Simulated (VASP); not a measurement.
A run of VASP 6.6.1 is set up as follows.

The input INCAR:

```
PREC     = Accurate       # precision mode
ENCUT    = 520            # plane-wave cutoff, eV
EDIFF    = 1E-7           # SCF threshold, eV
ISMEAR   = 1              # smearing method
SIGMA    = 0.1            # smearing width, eV
LREAL    = False          # projectors in reciprocal space
LASPH    = True           # aspherical terms in the spheres
NELM     = 60             # most SCF steps
ALGO     = Normal         # electronic algorithm
ISIF     = 2              # what is computed and relaxed
LWAVE    = False          # write WAVECAR
LCHARG   = False          # write CHGCAR
GGA      = PE             # functional
NBANDS   = 19             # bands
```

The input KPOINTS:

```
Automatic mesh
0
Gamma
  11 11 6
```

Contents of POSCAR:

```
Ti
1.0
    2.7996695198      0.0000000000      0.0000000000
   -1.3998347599      2.4245849264      0.0000000000
    0.0000000000      0.0000000000      4.4509402687
Ti
2
Direct
    0.3333333333      0.6666666667      0.2500000000
    0.6666666667      0.3333333333      0.7500000000
```

Potentials or basis: VASP PAW PBE potentials, release 64 (Ti_sv).

Run with:

```console
$ cat potpaw_PBE.64/Ti_sv/POTCAR > POTCAR
$ mpirun -np 1 vasp_std > vasp.out
```

Task: What does it give for the band gap on the k mesh?

Result: Zero (bands 12 and 13 overlap by 1.00 eV).

Task: Estimate the pressure.

Result: 19.4 GPa.

Stress tensor (GPa, compression positive):
```
19.49  0.00  0.00
 0.00 19.49  0.00
 0.00  0.00 19.26
```

Caveat: the cell stands under pressure.
